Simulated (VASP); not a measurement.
# Sn4Se3S in VASP: a series of runs

The runs below take Sn4Se3S through single point, with PBE.

All numbers are computed with VASP 6.6.1; they aren't measurements. Logs are shortened: lines on timing, memory, paths and dates and some standing lists are left out, and cuts for length are marked.

### 1 The cell of the first run

The structure is monoclinic, space group Cm (No. 8). The conventional cell has a = 8.702 Å, b = 8.498 Å, c = 7.427 Å, α = 90.00°, β = 124.64°, γ = 90.00°. Sn (site symmetry 1) has 2 S at 2.73 to 3.37 Å and 4 Se at 2.86 to 3.27 Å within 3.6 Å. Within 3.7 Å of Sn (site symmetry m) lie 5 Se at 2.81 to 3.14 Å and 1 S at 3.38 Å. Sn (site symmetry m) has 1 S at 2.71 Å and 5 Se at 2.92 to 3.37 Å within 3.6 Å. Within 3.8 Å of Se (site symmetry 1) lie 6 Sn at 2.86 to 3.27 Å. Se (site symmetry m) has 6 Sn at 2.81 to 3.37 Å within 3.7 Å. S (site symmetry m) has 6 Sn at 2.71 to 3.38 Å within 3.6 Å.

### 2 Single point, PBE

INCAR reads:

```
  PREC = Accurate
  ENCUT = 520
  EDIFF = 1E-6
  ISMEAR = 0
  SIGMA = 0.1
  LREAL = F
  LASPH = T
  NELM = 60
  ALGO = Normal
  ISIF = 2
  LWAVE = F
  LCHARG = T
  GGA = PE
  LELF = T
  LVHAR = T
  NBANDS = 50
```

KPOINTS reads:

```
Automatic mesh
0
Gamma
  4 4 4
```

POSCAR reads:

```
Sn4Se3S
1.0
    4.3510376980     -4.2492060032      0.0000000000
    4.3510376980      4.2492060032      0.0000000000
   -4.2213946099      0.0000000000      6.1102509861
Sn Se S
4 3 1
Direct
    0.0178045275      0.4990264752      0.9855408836
    0.7697446034      0.7697446034      0.5173598887
    0.4990264752      0.0178045275      0.9855408836
    0.2731154155      0.2731154155      0.5271734355
    0.7493834265      0.2550971056      0.5200125719
    0.2550971056      0.7493834265      0.5200125719
    0.9786573927      0.9786573927      0.9764637631
    0.4573055103      0.4573055103      0.9679005930
```

Potentials or basis: VASP PAW PBE potentials, release 64 (Sn_d, Se, S).

Run with:

```console
$ cat potpaw_PBE.64/Sn_d/POTCAR potpaw_PBE.64/Se/POTCAR potpaw_PBE.64/S/POTCAR > POTCAR
$ mpirun -np 1 vasp_std > vasp.out
```

OUTCAR:

```text
PREC = Accurate
   ENCUT = 520
   EDIFF = 1E-6
   ISMEAR = 0
   LREAL = F
   LASPH = T
   NELM = 60
   ISIF = 2
   GGA = PE

 ion  position               nearest neighbor table
   1  0.018  0.499  0.986-   8 2.73   5 2.86   7 2.95   7 3.15   6 3.27
   2  0.770  0.770  0.517-   7 2.81   6 2.94   5 2.94   5 3.14   6 3.14
   3  0.499  0.018  0.986-   8 2.73   6 2.86   7 2.95   7 3.15   5 3.27
   4  0.273  0.273  0.527-   8 2.71   6 2.92   5 2.92   6 3.17   5 3.17
   5  0.749  0.255  0.520-   1 2.86   4 2.92   2 2.94   2 3.14   4 3.17   3 3.27
   6  0.255  0.749  0.520-   3 2.86   4 2.92   2 2.94   2 3.14   4 3.17   1 3.27
   7  0.979  0.979  0.976-   2 2.81   1 2.95   3 2.95   1 3.15   3 3.15
   8  0.457  0.457  0.968-   4 2.71   3 2.73   1 2.73

  LATTYP: Found a base centered monoclinic cell.
 ALAT       =     8.7020753960
 B/A-ratio  =     0.9765959980
 C/A-ratio  =     0.8534359628
 COS(beta)  =    -0.5684106022

  Lattice vectors:

 A1 = (   4.3510376980,  -4.2492060032,   0.0000000000)
 A2 = (   4.3510376980,   4.2492060032,   0.0000000000)
 A3 = (  -4.2213946099,   0.0000000000,   6.1102509861)

Analysis of symmetry for initial positions (statically):
=====================================================================
 Subroutine PRICEL returns:
 Original cell was already a primitive cell.

 Routine SETGRP: Setting up the symmetry group for a
 base centered monoclinic supercell.

 Subroutine GETGRP returns: Found  2 space group operations
 (whereof  2 operations were pure point group operations)
 out of a pool of  4 trial point group operations.

The static configuration has the point symmetry C_1h.

Analysis of symmetry for dynamics (positions and initial velocities):
=====================================================================
 Subroutine PRICEL returns:
 Original cell was already a primitive cell.

 Routine SETGRP: Setting up the symmetry group for a
 base centered monoclinic supercell.

 Subroutine GETGRP returns: Found  2 space group operations
 (whereof  2 operations were pure point group operations)
 out of a pool of  4 trial point group operations.

The dynamic configuration has the point symmetry C_1h.

 Subroutine INISYM returns: Found  2 space group operations
 (whereof  2 operations are pure point group operations),
 and found     1 'primitive' translations

----------------------------------------------------------------------------------------

                                     Primitive cell

  volume of cell :     225.9382

  direct lattice vectors                    reciprocal lattice vectors
     4.351037698 -4.249206003  0.000000000     0.114915116 -0.117669042  0.079391510
     4.351037698  4.249206003  0.000000000     0.114915116  0.117669042  0.079391510
    -4.221394610  0.000000000  6.110250986     0.000000000  0.000000000  0.163659398

  length of vectors
     6.081716921  6.081716921  7.426664094     0.182632141  0.182632141  0.163659398

  position of ions in fractional coordinates (direct lattice)
     0.017804527  0.499026475  0.985540884
     0.769744603  0.769744603  0.517359889
     0.499026475  0.017804527  0.985540884
     0.273115416  0.273115416  0.527173436
     0.749383427  0.255097106  0.520012572
     0.255097106  0.749383427  0.520012572
     0.978657393  0.978657393  0.976463763
     0.457305510  0.457305510  0.967900593

  ion indices of the primitive-cell ions
   primitive index   ion index
                 1           1
                 2           2
                 3           3
                 4           4
                 5           5
                 6           6
                 7           7
                 8           8

----------------------------------------------------------------------------------------

 KPOINTS: Automatic mesh

Automatic generation of k-mesh.
 Grid dimensions read from file:
 generate k-points for:    4    4    4

 Generating k-lattice:

  Cartesian coordinates                     Fractional coordinates (reciprocal lattice)
     0.028728779 -0.029417261  0.019847877     0.250000000  0.000000000  0.000000000
     0.028728779  0.029417261  0.019847877     0.000000000  0.250000000  0.000000000
     0.000000000  0.000000000  0.040914850     0.000000000  0.000000000  0.250000000

  Length of vectors
     0.045658035  0.045658035  0.040914850

  Shift w.r.t. Gamma in fractional coordinates (k-lattice)
     0.000000000  0.000000000  0.000000000

 Subroutine IBZKPT returns following result:
 ===========================================

 Found     24 irreducible k-points:

 Following reciprocal coordinates:
            Coordinates               Weight
  0.000000  0.000000  0.000000      1.000000
  0.250000 -0.000000 -0.000000      4.000000
  0.500000 -0.000000 -0.000000      2.000000
  0.250000  0.250000 -0.000000      2.000000
  0.500000  0.250000 -0.000000      4.000000
 -0.250000  0.250000  0.000000      2.000000
[... 16 lines left out ...]
 -0.250000  0.250000  0.500000      2.000000
  0.500000  0.500000  0.500000      1.000000
   k-points           NKPTS =     24   k-points in BZ     NKDIM =     24   number of bands    NBANDS=     50
   number of dos      NEDOS =    301   number of ions     NIONS =      8
   total plane-waves  NPLWV = 129024
   dimension x,y,z NGX =    48 NGY =   48 NGZ =   56
   dimension x,y,z NGXF=    96 NGYF=   96 NGZF=  112
   ions per type =               4   3   1
   NGX,Y,Z   is equivalent  to a cutoff of  13.12, 13.12, 12.54 a.u.
   NGXF,Y,Z  is equivalent  to a cutoff of  26.24, 26.24, 25.07 a.u.
 SYSTEM =  unknown system
   PREC   = accura    normal or accurate (medium, high low for compatibility)
   ISTART =      0    job   : 0-new  1-cont  2-samecut
   ICHARG =      2    charge: 1-file 2-atom 10-const
   ISPIN  =      1    spin polarized calculation?
   LNONCOLLINEAR =      F non collinear calculations
   LSORBIT =      F    spin-orbit coupling
   LASPH  =      T    aspherical Exc in radial PAW
   ENCUT  =  520.0 eV  38.22 Ry    6.18 a.u.  11.31 11.31 13.81*2*pi/ulx,y,z
   NELM   =     60;   NELMIN=  2; NELMDL= -5     # of ELM steps
   EDIFF  = 0.1E-05   stopping-criterion for ELM
   LREAL  =      F    real-space projection
   EDIFFG = 0.1E-04   stopping-criterion for IOM
   NSW    =      0    number of steps for IOM
   IBRION =     -1    ionic relax: 0-MD 1-quasi-New 2-CG
   NFREE  =      0    steps in history (QN), initial steepest desc. (CG)
   ISIF   =      2    stress and relaxation
   ISYM   =      2    0-nonsym 1-usesym 2-fastsym
   POTIM  = 0.5000    time-step for ionic-motion
   TEBEG  =    0.0;   TEEND  =   0.0 temperature during run
   PSTRESS=    0.0 pullay stress
   NELECT =      80.0000    total number of electrons
   NUPDOWN=      -1.0000    fix difference up-down
   EMIN   =  10.00;   EMAX   =-10.00  energy-range for DOS
   EFERMI =   0.00;   METHOD = LEGACY
   ISMEAR =     0;   SIGMA  =   0.10  broadening in eV -4-tet -1-fermi 0-gaus
   EFERMI_NEDOS =   21; number of points for ismear=-14 and -15
   IALGO  =     38    algorithm
   IMIX   =      4    mixing-type and parameters
     AMIX     =   0.40;   BMIX     =  1.00
     AMIX_MAG =   1.60;   BMIX_MAG =  1.00
  volume/ion in A,a.u.               =      28.24       190.59
  Fermi-wavevector in a.u.,A,eV,Ry     =   1.158177  2.188637 18.250501  1.341374
  Thomas-Fermi vector in A             =   2.294782
   LORBIT       =      0    0 simple, 1 ext, 2 COOP (PROOUT), +10 PAW based schemes
   GGA     = PE    functional components
   LHFCALC =     F    Hartree Fock is set to
   AEXX    =    0.0000 exact exchange contribution
   IVDW    =     0    specifies the selected vdW correction
   LEPSILON=     F    determine dielectric tensor
   LRPA    =     F    only Hartree local field effects (RPA)
 non-spin polarized calculation
 Gauss-broadening in eV      SIGMA  =   0.10
  energy-cutoff  :      520.00
  volume of cell :      225.94
 maximum number of plane-waves:      6110
 NGX is ok and might be reduce to    48
   NGX = 23   NGY = 23   NGZ = 27

 number of electron      80.0000003 magnetization

 Free energy of the ion-electron system (eV)
  ---------------------------------------------------
  ext. energy  EPLUGINS =         0.00000000
  ---------------------------------------------------
  free energy    TOTEN  =       -33.38260350 eV

  energy without entropy =      -33.38260350  energy(sigma->0) =      -33.38260350

 E-fermi :   5.4057     XC(G=0):  -9.3207

 val. band max:        5.0314804602   @ k =   0.5000   0.5000   0.5000
 cond. band min:       5.7845231090   @ k =   0.5000   0.5000   0.5000
 fundamental gap:      0.7530426488
 Fermi energy:         5.4057385895

 k-point     1 :       0.0000    0.0000    0.0000
  band No.  band energies     occupation
      1     -16.4479      2.00000
      2     -16.4395      2.00000
      3     -16.4318      2.00000
      4     -16.4303      2.00000
      5     -16.4265      2.00000
      6     -16.4212      2.00000
[... 42 lines left out ...]
     49      10.0662      0.00000
     50      10.1717      0.00000

 k-point     2 :       0.2500   -0.0000   -0.0000
  band No.  band energies     occupation
      1     -16.4450      2.00000
      2     -16.4368      2.00000
      3     -16.4311      2.00000
      4     -16.4291      2.00000
      5     -16.4267      2.00000
      6     -16.4214      2.00000
[... 42 lines left out ...]
     49       9.1788      0.00000
     50       9.3593      0.00000

 k-point     3 :       0.5000   -0.0000   -0.0000
  band No.  band energies     occupation
      1     -16.4401      2.00000
      2     -16.4357      2.00000
      3     -16.4320      2.00000
      4     -16.4266      2.00000
      5     -16.4248      2.00000
      6     -16.4230      2.00000
[... 42 lines left out ...]
     49       9.0305      0.00000
     50       9.1611      0.00000

 k-point     4 :       0.2500    0.2500   -0.0000
  band No.  band energies     occupation
      1     -16.4435      2.00000
      2     -16.4361      2.00000
      3     -16.4318      2.00000
      4     -16.4269      2.00000
      5     -16.4249      2.00000
      6     -16.4219      2.00000
[... 999 lines left out ...]
 k-point    23 :      -0.2500    0.2500    0.5000
  band No.  band energies     occupation
      1     -16.4430      2.00000
      2     -16.4338      2.00000
      3     -16.4326      2.00000
      4     -16.4285      2.00000
      5     -16.4254      2.00000
      6     -16.4232      2.00000
[... 42 lines left out ...]
     49       8.7294      0.00000
     50       8.9900      0.00000

 k-point    24 :       0.5000    0.5000    0.5000
  band No.  band energies     occupation
      1     -16.4380      2.00000
      2     -16.4346      2.00000
      3     -16.4328      2.00000
      4     -16.4257      2.00000
      5     -16.4229      2.00000
      6     -16.4205      2.00000
[... 42 lines left out ...]
     49       7.0301      0.00000
     50       7.4247      0.00000

------------------------ aborting loop because EDIFF is reached ----------------------------------------

  FORCE on cell =-STRESS in cart. coord.  units (eV):
  Direction    XX          YY          ZZ          XY          YZ          ZX
  --------------------------------------------------------------------------------------
  -------------------------------------------------------------------------------------
  Total       -0.0210005      0.0184745      0.0420182      0.0000000      0.0000000      0.0710231
  in kB       -0.1489193      0.1310067      0.2979605      0.0000000      0.0000000      0.5036405
  external PRESSURE =       0.0933493 kB  Pullay stress =       0.0000000 kB

 VOLUME and BASIS-vectors are now :
 -----------------------------------------------------------------------------
  energy-cutoff  :      520.00
  volume of cell :      225.94
      direct lattice vectors                 reciprocal lattice vectors
     4.351037698 -4.249206003  0.000000000     0.114915116 -0.117669042  0.079391510
     4.351037698  4.249206003  0.000000000     0.114915116  0.117669042  0.079391510
    -4.221394610  0.000000000  6.110250986     0.000000000  0.000000000  0.163659398

 POSITION                                       TOTAL-FORCE (eV/Angst)
 -----------------------------------------------------------------------------------
     -1.91161      2.04481      6.02190        -0.014060     -0.006641      0.000679
      4.51440      0.00000      3.16120         0.009893      0.000000     -0.019041
     -1.91161     -2.04481      6.02190        -0.014060      0.006641      0.000679
      0.15126      0.00000      3.22116         0.002953      0.000000     -0.007893
      2.17535     -2.10032      3.17741        -0.014279      0.000580     -0.005405
      2.17535      2.10032      3.17741        -0.014279     -0.000580     -0.005405
      4.39431      0.00000      5.96644         0.021783      0.000000      0.014398
     -0.10638      0.00000      5.91412         0.022049      0.000000      0.021987
 -----------------------------------------------------------------------------------
    total drift:                               -0.000056     -0.000000     -0.000308

  FREE ENERGIE OF THE ION-ELECTRON SYSTEM (eV)
  ---------------------------------------------------
  free  energy   TOTEN  =       -33.3826035026 eV

  energy  without entropy=      -33.3826035011  energy(sigma->0) =      -33.38260350
```

Run time: 8.1 min. Hardware: 1 thread of Intel Xeon 8259CL, shared host; peak memory 0.48 GiB.

What came out:

```yaml
Free_energy: -33.3826 eV
Pressure: 0.0 GPa
Largest_force: 0.031 eV/Å
Band_gap_on_the_k_mesh: 0.75 eV
```

Forces in eV/Å, atoms in the order of the input:
```
Sn  -0.014 -0.007  0.001
Sn   0.010  0.000 -0.019
Sn  -0.014  0.007  0.001
Sn   0.003  0.000 -0.008
Se  -0.014  0.001 -0.005
Se  -0.014 -0.001 -0.005
Se   0.022  0.000  0.014
S    0.022  0.000  0.022
```

Levels at points of the mesh, in eV from the valence-band top:
```
           k point  band 37  band 38  band 39  band 40  band 41  band 42  band 43  band 44
(0.00, 0.00, 0.00)    -2.03    -1.85    -1.04    -0.69     1.82     2.06     2.90     3.94
(0.50, 0.00, 0.00)    -1.35    -1.00    -0.80    -0.54     1.41     1.47     1.85     2.03
(0.50, 0.50, 0.00)    -0.77    -0.50    -0.20    -0.14     0.89     0.99     1.15     1.42
(0.00, 0.00, 0.50)    -2.72    -2.44    -1.88    -0.86     1.40     3.06     3.16     3.20
(0.50, 0.00, 0.50)    -1.39    -1.05    -0.71    -0.58     1.41     1.59     1.77     1.99
(0.50, 0.50, 0.50)    -0.65    -0.37    -0.19     0.00     0.75     0.76     1.26     1.35
```

Caveat: spin-orbit coupling is left out, which moves the levels of the heavy elements.

(Continued in part 2 of 2.)
